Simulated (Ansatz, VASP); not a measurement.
**Two plane-wave programs on ZnS**

```
CELL_PARAMETERS angstrom
3.80680 0.00000 0.00000
-1.90340 3.29679 0.00000
0.00000 0.00000 6.24658
ATOMIC_POSITIONS crystal
Zn 0.33333 0.66667 0.93750
Zn 0.66667 0.33333 0.43750
S 0.33333 0.66667 0.43750
S 0.66667 0.33333 0.93750
```

Change from the starting cell: polar distortion scaled by 0.00.

Alike in both runs: task single point; functional r2SCAN; k mesh 9 × 9 × 6; no spin polarisation.

|  | VASP | Ansatz |
| --- | --- | --- |
| version | VASP 6.6.1 | Ansatz 0.2.0 |
| potentials or method | VASP PAW PBE potentials, release 64 (Zn, S), cutoff 520 eV | scalar-relativistic, plane waves, PAW |
| occupations | gaussian, width 0.01 eV | fixed |
| valence electrons in the cell | 36 | 36 |

```csv
,VASP,Ansatz,Ansatz less VASP
gap on the k mesh at the Fermi level (eV),3.12,3.10,-0.017
least direct gap on the mesh (eV),3.12,3.10,-0.017
pressure (GPa),5.8,5.6,-0.16
"traceless stress, the component that is largest in VASP (GPa)",-5.54,-5.41,+0.136
```

VASP's potentials were made for PBE, not for r2SCAN.
